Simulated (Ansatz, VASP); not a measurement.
# Two plane-wave programs on RbBr

POSCAR

```
RbBr
1.0
    0.0000000000      3.3246750000      3.3246750000
    3.3246750000      0.0000000000      3.3246750000
    3.3246750000      3.3246750000      0.0000000000
Rb Br
1 1
Direct
    0.0000000000      0.0000000000      0.0000000000
    0.5000000000      0.5000000000      0.5000000000
```

INCAR.step1

```
PREC = Accurate ; ENCUT = 520
ISMEAR = 0 ; SIGMA = 0.05
LREAL = F ; LASPH = T
NELM = 60 ; NBANDS = 15
GGA = PE ; ALGO = Normal
EDIFF = 1E-4 ; LWAVE = T
LCHARG = F
```

The input INCAR.step2:

```
PREC = Accurate ; ENCUT = 520
EDIFF = 1E-6 ; ISMEAR = 0
SIGMA = 0.05 ; LREAL = F
LASPH = T ; NELM = 60
ALGO = Normal ; ISIF = 2
LWAVE = F ; LCHARG = F
METAGGA = R2SCAN ; LMIXTAU = T
NBANDS = 15 ; ISTART = 1
```

Contents of KPOINTS:

```
regular mesh
0
Gamma
  6 6 6
```

Input for Ansatz:

```yaml
crystal:
  lattice:
    - [0.0, 3.324675, 3.324675]
    - [3.324675, 0.0, 3.324675]
    - [3.324675, 3.324675, 0.0]
  atoms:
    - { symbol: Rb, position: [0.0, 0.0, 0.0] }
    - { symbol: Br, position: [0.5, 0.5, 0.5] }
basis:
  ecutwfc: 500
kpoints:
  mp_grid: { grid: [6, 6, 6] }
hamiltonian:
  xc: r2scan
scf:
  occupations: { method: gaussian, width: 0.05 }
output:
  forces: true
  stress: true
  eigenvalues: true
```

Change from the starting cell: strain -0.030 along x and y, -0.030 along z, atoms carried along.

Alike in both runs: task single point; functional r2SCAN; k mesh 6 × 6 × 6; occupations gaussian, width 0.05 eV; no spin polarisation.

|  | VASP | Ansatz |
| --- | --- | --- |
| version | VASP 6.6.1 | Ansatz 0.2.0 |
| potentials or method | VASP PAW PBE potentials, release 64 (Rb_sv, Br), cutoff 520 eV | scalar-relativistic, plane waves, PAW |
| valence electrons in the cell | 16 | 16 |

|  | VASP | Ansatz | Ansatz less VASP |
| --- | --- | --- | --- |
| gap on the k mesh at the Fermi level (eV) | 5.23 | 5.23 | +0.002 |
| least direct gap on the mesh (eV) | 5.23 | 5.23 | +0.002 |
| pressure (GPa) | 2.3 | 2.3 | 0.00 |

VASP's potentials were made for PBE, not for r2SCAN.
